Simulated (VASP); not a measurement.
# H (P6_3/mmc) in VASP: further runs

H is run at these levels: PBEsol; tasks: single point.

All numbers are computed with VASP 6.6.1; they aren't measurements. Logs are shortened: lines on timing, memory, paths and dates and some standing lists are left out, and cuts for length are marked.

## 1. The cell of the first run

It takes space group P6_3/mmc (No. 194, hexagonal). The conventional cell has a = 3.761 Å, b = 3.761 Å, c = 5.246 Å, α = 90.00°, β = 90.00°, γ = 120.00°. H (site symmetry 3m) has 1 H at 0.83 Å within 1.1 Å.

## 2. Single point, PBEsol (strained and its atoms moved)

Input file INCAR:

```
PREC     = Accurate       # precision mode
ENCUT    = 520            # plane-wave cutoff, eV
EDIFF    = 1E-6           # SCF threshold, eV
ISMEAR   = 0              # smearing method
SIGMA    = 0.02           # smearing width, eV
LREAL    = False          # projectors in reciprocal space
LASPH    = True           # aspherical terms in the spheres
NELM     = 100            # most SCF steps
ALGO     = Normal         # electronic algorithm
ISIF     = 2              # what is computed and relaxed
LWAVE    = False          # write WAVECAR
LCHARG   = True           # write CHGCAR
GGA      = PS             # functional
LELF     = True           # ELF
LVHAR    = True         
NBANDS   = 10             # bands
```

Input file KPOINTS:

```
regular mesh
0
Gamma
  9 9 6
```

Input file POSCAR:

```
H
1.0
    3.7613693476      0.0000000000      0.0000000000
   -1.8806846738      3.2574414080      0.0000000000
    0.0000000000      0.0000000000      5.2459542146
H
4
Direct
    0.3333333300      0.6666666700      0.1705513561
    0.6666666700      0.3333333300      0.6705513561
    0.6666666700      0.3333333300      0.8294486439
    0.3333333300      0.6666666700      0.3294486439
```

Potentials or basis: VASP PAW PBE potentials, release 64 (H).

Started as:

```sh
> cat potpaw_PBE.64/H/POTCAR > POTCAR
> mpirun -np 1 vasp_std > vasp.out
```

OUTCAR:

```text
PREC = Accurate
   ENCUT = 520
   EDIFF = 1E-6
   ISMEAR = 0
   LREAL = False
   LASPH = True
   NELM = 100
   ISIF = 2
   GGA = PS

 ion  position               nearest neighbor table
   1  0.333  0.667  0.171-   4 0.83
   2  0.667  0.333  0.671-   3 0.83
   3  0.667  0.333  0.829-   2 0.83
   4  0.333  0.667  0.329-   1 0.83

  LATTYP: Found a hexagonal cell.
 ALAT       =     3.7613693476
 C/A-ratio  =     1.3946926584

  Lattice vectors:

 A1 = (   3.7613693476,   0.0000000000,   0.0000000000)
 A2 = (  -1.8806846738,   3.2574414080,   0.0000000000)
 A3 = (   0.0000000000,   0.0000000000,   5.2459542146)

Analysis of symmetry for initial positions (statically):
=====================================================================
 Subroutine PRICEL returns:
 Original cell was already a primitive cell.

 Routine SETGRP: Setting up the symmetry group for a
 hexagonal supercell.

 Subroutine GETGRP returns: Found 24 space group operations
 (whereof 12 operations were pure point group operations)
 out of a pool of 24 trial point group operations.

The static configuration has the point symmetry D_3d.
 The point group associated with its full space group is D_6h.

Analysis of symmetry for dynamics (positions and initial velocities):
=====================================================================
 Subroutine PRICEL returns:
 Original cell was already a primitive cell.

 Routine SETGRP: Setting up the symmetry group for a
 hexagonal supercell.

 Subroutine GETGRP returns: Found 24 space group operations
 (whereof 12 operations were pure point group operations)
 out of a pool of 24 trial point group operations.

The dynamic configuration has the point symmetry D_3d.
 The point group associated with its full space group is D_6h.

 Subroutine INISYM returns: Found 24 space group operations
 (whereof 12 operations are pure point group operations),
 and found     1 'primitive' translations

----------------------------------------------------------------------------------------

                                     Primitive cell

  volume of cell :      64.2757

  direct lattice vectors                    reciprocal lattice vectors
     3.761369348  0.000000000  0.000000000     0.265860624  0.153494703  0.000000000
    -1.880684674  3.257441408  0.000000000     0.000000000  0.306989405  0.000000000
     0.000000000  0.000000000  5.245954215     0.000000000  0.000000000  0.190623090

  length of vectors
     3.761369348  3.761369348  5.245954215     0.306989405  0.306989405  0.190623090

  position of ions in fractional coordinates (direct lattice)
     0.333333330  0.666666670  0.170551356
     0.666666670  0.333333330  0.670551356
     0.666666670  0.333333330  0.829448644
     0.333333330  0.666666670  0.329448644

  ion indices of the primitive-cell ions
   primitive index   ion index
                 1           1
                 2           2
                 3           3
                 4           4

----------------------------------------------------------------------------------------

 KPOINTS: regular mesh

Automatic generation of k-mesh.
 Grid dimensions read from file:
 generate k-points for:    9    9    6

 Generating k-lattice:

  Cartesian coordinates                     Fractional coordinates (reciprocal lattice)
     0.029540069  0.017054967  0.000000000     0.111111111 -0.000000000  0.000000000
     0.000000000  0.034109934  0.000000000     0.000000000  0.111111111  0.000000000
     0.000000000  0.000000000  0.031770515     0.000000000  0.000000000  0.166666667

  Length of vectors
     0.034109934  0.034109934  0.031770515

  Shift w.r.t. Gamma in fractional coordinates (k-lattice)
     0.000000000  0.000000000  0.000000000

 Subroutine IBZKPT returns following result:
 ===========================================

 Found     48 irreducible k-points:

 Following reciprocal coordinates:
            Coordinates               Weight
  0.000000  0.000000  0.000000      1.000000
  0.111111 -0.000000  0.000000      6.000000
  0.222222 -0.000000  0.000000      6.000000
  0.333333  0.000000  0.000000      6.000000
  0.444444 -0.000000  0.000000      6.000000
  0.111111  0.111111  0.000000      6.000000
[... 16 lines left out ...]
  0.333333  0.222222  0.166667     24.000000
  0.333333  0.333333  0.166667      4.000000
 [... further k-points ...]
   k-points           NKPTS =     48   k-points in BZ     NKDIM =     48   number of bands    NBANDS=     10
   number of dos      NEDOS =    301   number of ions     NIONS =      4
   total plane-waves  NPLWV =  31360
   dimension x,y,z NGX =    28 NGY =   28 NGZ =   40
   dimension x,y,z NGXF=    56 NGYF=   56 NGZF=   80
   ions per type =               4
   NGX,Y,Z   is equivalent  to a cutoff of  12.38, 12.38, 12.68 a.u.
   NGXF,Y,Z  is equivalent  to a cutoff of  24.75, 24.75, 25.35 a.u.
 SYSTEM =  unknown system
   PREC   = accura    normal or accurate (medium, high low for compatibility)
   ISTART =      0    job   : 0-new  1-cont  2-samecut
   ICHARG =      2    charge: 1-file 2-atom 10-const
   ISPIN  =      1    spin polarized calculation?
   LNONCOLLINEAR =      F non collinear calculations
   LSORBIT =      F    spin-orbit coupling
   LASPH  =      T    aspherical Exc in radial PAW
   ENCUT  =  520.0 eV  38.22 Ry    6.18 a.u.   6.99  6.99  9.75*2*pi/ulx,y,z
   NELM   =    100;   NELMIN=  2; NELMDL= -5     # of ELM steps
   EDIFF  = 0.1E-05   stopping-criterion for ELM
   LREAL  =      F    real-space projection
   EDIFFG = 0.1E-04   stopping-criterion for IOM
   NSW    =      0    number of steps for IOM
   IBRION =     -1    ionic relax: 0-MD 1-quasi-New 2-CG
   NFREE  =      0    steps in history (QN), initial steepest desc. (CG)
   ISIF   =      2    stress and relaxation
   ISYM   =      2    0-nonsym 1-usesym 2-fastsym
   POTIM  = 0.5000    time-step for ionic-motion
   TEBEG  =    0.0;   TEEND  =   0.0 temperature during run
   PSTRESS=    0.0 pullay stress
   NELECT =       4.0000    total number of electrons
   NUPDOWN=      -1.0000    fix difference up-down
   EMIN   =  10.00;   EMAX   =-10.00  energy-range for DOS
   EFERMI =   0.00;   METHOD = LEGACY
   ISMEAR =     0;   SIGMA  =   0.02  broadening in eV -4-tet -1-fermi 0-gaus
   EFERMI_NEDOS =   21; number of points for ismear=-14 and -15
   IALGO  =     38    algorithm
   IMIX   =      4    mixing-type and parameters
     AMIX     =   0.40;   BMIX     =  1.00
     AMIX_MAG =   1.60;   BMIX_MAG =  1.00
  volume/ion in A,a.u.               =      16.07       108.44
  Fermi-wavevector in a.u.,A,eV,Ry     =   0.648753  1.225965  5.726420  0.420880
  Thomas-Fermi vector in A             =   1.717487
   LORBIT       =      0    0 simple, 1 ext, 2 COOP (PROOUT), +10 PAW based schemes
   GGA     = PS    functional components
   LHFCALC =     F    Hartree Fock is set to
   AEXX    =    0.0000 exact exchange contribution
   IVDW    =     0    specifies the selected vdW correction
   LEPSILON=     F    determine dielectric tensor
   LRPA    =     F    only Hartree local field effects (RPA)
 non-spin polarized calculation
 Gauss-broadening in eV      SIGMA  =   0.02
  energy-cutoff  :      520.00
  volume of cell :       64.28
 maximum number of plane-waves:      1755
 NGX is ok and might be reduce to    28
   NGX = 13   NGY = 13   NGZ = 19

 number of electron       4.0000001 magnetization

 Free energy of the ion-electron system (eV)
  ---------------------------------------------------
  ext. energy  EPLUGINS =         0.00000000
  ---------------------------------------------------
  free energy    TOTEN  =       -12.89618664 eV

  energy without entropy =      -12.89618664  energy(sigma->0) =      -12.89618664

 E-fermi :  -8.1742     XC(G=0):  -4.6325

 val. band max:       -8.3050299578   @ k =   0.1111  -0.0000   0.0000
 cond. band min:      -0.2494945013   @ k =   0.0000   0.0000   0.0000
 fundamental gap:      8.0555354565
 Fermi energy:        -8.1742464819

 k-point     1 :       0.0000    0.0000    0.0000
  band No.  band energies     occupation
      1      -9.8437      2.00000
      2      -8.3080      2.00000
      3      -0.2495      0.00000
      4       3.6195      0.00000
      5       6.2053      0.00000
      6       6.7128      0.00000
      7       8.7501      0.00000
      8       8.7501      0.00000
      9      10.1615      0.00000
     10      10.1615      0.00000

 k-point     2 :       0.1111   -0.0000    0.0000
  band No.  band energies     occupation
      1      -9.7685      2.00000
      2      -8.3050      2.00000
      3      -0.1023      0.00000
      4       3.3734      0.00000
      5       5.5650      0.00000
      6       6.4701      0.00000
      7       8.0468      0.00000
      8       8.6534      0.00000
      9      10.8675      0.00000
     10      10.9663      0.00000

 k-point     3 :       0.2222   -0.0000    0.0000
  band No.  band energies     occupation
      1      -9.5595      2.00000
      2      -8.3113      2.00000
      3       0.3311      0.00000
      4       2.7467      0.00000
      5       4.5599      0.00000
      6       5.7742      0.00000
      7       7.1528      0.00000
      8       8.2869      0.00000
      9      10.7743      0.00000
     10      11.2435      0.00000

 k-point     4 :       0.3333    0.0000    0.0000
  band No.  band energies     occupation
      1      -9.2694      2.00000
      2      -8.3613      2.00000
      3       1.0152      0.00000
      4       2.0135      0.00000
      5       3.8961      0.00000
      6       4.7540      0.00000
      7       6.5152      0.00000
      8       7.7950      0.00000
      9       9.6372      0.00000
     10      10.3023      0.00000

 k-point     5 :       0.4444   -0.0000    0.0000
  band No.  band energies     occupation
      1      -9.0077      2.00000
      2      -8.4603      2.00000
      3       1.5364      0.00000
      4       1.7922      0.00000
      5       3.6021      0.00000
      6       3.7388      0.00000
      7       6.1898      0.00000
      8       7.4588      0.00000
      9       9.0508      0.00000
     10       9.7798      0.00000

 k-point     6 :       0.1111    0.1111    0.0000
  band No.  band energies     occupation
      1      -9.6263      2.00000
      2      -8.3068      2.00000
      3       0.1883      0.00000
      4       2.9607      0.00000
      5       4.7945      0.00000
      6       6.0098      0.00000
      7       7.0760      0.00000
      8       8.8017      0.00000
      9      11.1148      0.00000
     10      11.4572      0.00000
[... 183 lines left out ...]
 k-point    21 :       0.4444    0.1111    0.1667
  band No.  band energies     occupation
      1      -8.8896      2.00000
      2      -8.5237      2.00000
      3       1.1250      0.00000
      4       2.2756      0.00000
      5       2.6437      0.00000
      6       5.1528      0.00000
      7       5.3846      0.00000
      8       6.8610      0.00000
      9       9.1471      0.00000
     10      10.3981      0.00000

 k-point    22 :       0.2222    0.2222    0.1667
  band No.  band energies     occupation
      1      -9.0697      2.00000
      2      -8.4501      2.00000
      3       1.1846      0.00000
      4       1.8286      0.00000
      5       3.8345      0.00000
      6       4.2689      0.00000
      7       6.0425      0.00000
      8       6.7036      0.00000
      9      10.1851      0.00000
     10      11.5817      0.00000

 k-point    23 :       0.3333    0.2222    0.1667
  band No.  band energies     occupation
      1      -8.8431      2.00000
      2      -8.5387      2.00000
      3       1.4805      0.00000
      4       1.9849      0.00000
      5       2.8034      0.00000
      6       4.5460      0.00000
      7       5.2805      0.00000
      8       5.9980      0.00000
      9       9.6819      0.00000
     10      11.4405      0.00000

 k-point    24 :       0.3333    0.3333    0.1667
  band No.  band energies     occupation
      1      -8.6665      2.00000
      2      -8.6665      2.00000
      3       1.9477      0.00000
      4       2.1240      0.00000
      5       2.1240      0.00000
      6       4.7876      0.00000
      7       4.7876      0.00000
      8       5.5283      0.00000
      9       9.2762      0.00000
     10      12.8658      0.00000

 [... further k-points ...]

------------------------ aborting loop because EDIFF is reached ----------------------------------------

  FORCE on cell =-STRESS in cart. coord.  units (eV):
  Direction    XX          YY          ZZ          XY          YZ          ZX
  --------------------------------------------------------------------------------------
  -------------------------------------------------------------------------------------
  Total       -0.0520633     -0.0520633     -3.3318811     -0.0000000      0.0000000      0.0000000
  in kB       -1.2977615     -1.2977615    -83.0525540     -0.0000000      0.0000000      0.0000000
  external PRESSURE =     -28.5493590 kB  Pullay stress =       0.0000000 kB

 VOLUME and BASIS-vectors are now :
 -----------------------------------------------------------------------------
  energy-cutoff  :      520.00
  volume of cell :       64.28
      direct lattice vectors                 reciprocal lattice vectors
     3.761369348  0.000000000  0.000000000     0.265860624  0.153494703  0.000000000
    -1.880684674  3.257441408  0.000000000     0.000000000  0.306989405  0.000000000
     0.000000000  0.000000000  5.245954215     0.000000000  0.000000000  0.190623090

 POSITION                                       TOTAL-FORCE (eV/Angst)
 -----------------------------------------------------------------------------------
     -0.00000      2.17163      0.89470        -0.000000     -0.000000      1.950466
      1.88068      1.08581      3.51768         0.000000      0.000000      1.950466
      1.88068      1.08581      4.35125        -0.000000      0.000000     -1.950466
     -0.00000      2.17163      1.72827         0.000000     -0.000000     -1.950466
 -----------------------------------------------------------------------------------
    total drift:                                0.000001     -0.000000      0.000000

  FREE ENERGIE OF THE ION-ELECTRON SYSTEM (eV)
  ---------------------------------------------------
  free  energy   TOTEN  =       -12.8961866352 eV

  energy  without entropy=      -12.8961866352  energy(sigma->0) =      -12.89618664
```

Run time: 18 s. Hardware: 1 thread of Intel Xeon Platinum 8375C at 2.90GHz (Ice Lake), shared host; peak memory 0.17 GiB.

What came out:

* Free energy: -12.8962 eV
* Pressure: -2.9 GPa
* Largest force: 1.950 eV/Å
* Band gap on the k mesh: 8.06 eV, indirect (the least direct gap lies 3.0 meV higher)

Forces in eV/Å, atoms in the order of the input:
```
H    0.000  0.000  1.950
H    0.000  0.000  1.950
H    0.000  0.000 -1.950
H    0.000  0.000 -1.950
```

Stress tensor (GPa, compression positive):
```
-0.13  0.00  0.00
 0.00 -0.13  0.00
 0.00  0.00 -8.31
```

Caveat: the cell differs from its parent crystal (strained and its atoms moved); the PAW data sets were made with another functional, which shifts forces and pressure a little.

## 3. Single point, PBEsol (strained)

Input file INCAR:

```
  PREC = Accurate
  ENCUT = 520
  EDIFF = 1E-6
  ISMEAR = 0
  SIGMA = 0.02
  LREAL = F
  LASPH = T
  NELM = 60
  ALGO = Normal
  ISIF = 2
  LWAVE = F
  LCHARG = T
  GGA = PS
  LELF = T
  LVHAR = T
  NBANDS = 10
```

KPOINTS is that of step 2.

Input file POSCAR:

```
H
1.0
    4.0229206307      0.0000000000      0.0000000000
   -2.0114603154      3.4839514636      0.0000000000
    0.0000000000      0.0000000000      5.1354827933
H
4
Direct
    0.3333333300      0.6666666700      0.1705513561
    0.6666666700      0.3333333300      0.6705513561
    0.6666666700      0.3333333300      0.8294486439
    0.3333333300      0.6666666700      0.3294486439
```

Potentials or basis: VASP PAW PBE potentials, release 64 (H).

Started as:

```sh
> cat potpaw_PBE.64/H/POTCAR > POTCAR
> mpirun -np 1 vasp_std > vasp.out
```

It took 19 s on 1 thread of Intel Xeon Platinum 8375C at 2.90GHz (Ice Lake), shared host; peak memory 0.17 GiB.

The run converged. Its results:

* Free energy: -12.9576 eV
* Pressure: -2.1 GPa
* Largest force: 1.574 eV/Å
* Band gap on the k mesh: 8.67 eV, direct

Forces in eV/Å, atoms in the order of the input:
```
H    0.000  0.000  1.574
H    0.000  0.000  1.574
H    0.000  0.000 -1.574
H    0.000  0.000 -1.574
```

Stress tensor (GPa, compression positive):
```
-0.13  0.00  0.00
 0.00 -0.13  0.00
 0.00  0.00 -5.89
```

Levels at points of the mesh, in eV from the valence-band top:
| k point | band 1 | band 2 | band 3 | band 4 | band 5 | band 6 |
| --- | --- | --- | --- | --- | --- | --- |
| (0.00, 0.00, 0.00) | -1.34 | 0.00 | 8.67 | 11.37 | 14.18 | 14.78 |
| (0.00, 0.00, 0.50) | -0.73 | -0.73 | 9.64 | 9.64 | 15.99 | 15.99 |

Caveat: the cell differs from its parent crystal (strained); the PAW data sets were made with another functional, which shifts forces and pressure a little. A k mesh can miss the band edges.
